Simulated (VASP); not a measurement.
Here is a VASP 6.6.1 calculation.

Contents of INCAR:

```
ALGO = Normal
EDIFF = 1E-8
ENCUT = 600
IBRION = 6
ISIF = 3
ISMEAR = -1
ISPIN = 2
LASPH = T
LCHARG = F
LMAXMIX = 4
LORBIT = 11
LREAL = F
LWAVE = F
MAGMOM = 1 0
NBANDS = 19
NELM = 150
NFREE = 2
NSW = 1
POTIM = 0.015
PREC = Accurate
SIGMA = 0.05
```

KPOINTS

```
k-points
0
Gamma
  8 8 8
```

The input POSCAR:

```
NiO
1.0
    0.0000000000      2.0859016414      2.0859016414
    2.0859016414      0.0000000000      2.0859016414
    2.0859016414      2.0859016414      0.0000000000
Ni O
1 1
Direct
    0.0000000000      0.0000000000      0.0000000000
    0.5000000000      0.5000000000      0.5000000000
```

Potentials or basis: VASP PAW LDA potentials, release 64 (Ni, O).

Run with:

```bash
$ cat potpaw_LDA.64/Ni/POTCAR potpaw_LDA.64/O/POTCAR > POTCAR
$ mpirun -np 1 vasp_std > vasp.out
```

Q: Estimate the elastic constants C11, C12, C44.

A: 233, 165, 50 GPa.

Q: Predict the Voigt bulk modulus.

A: 187 GPa.

Q: What does it give for the highest phonon frequency at Γ, LO-TO splitting left out?

A: 249 cm⁻¹.

Phonon frequencies in cm⁻¹ (negative: imaginary):
| q point | frequencies |
| --- | --- |
| (0.000, 0.000, 0.000) | 0 0 0 249 249 249 |

Caveat: the cell is under stress, which shifts elastic constants; a cell with one magnetic atom can't hold antiferromagnetic order, which such compounds often take.
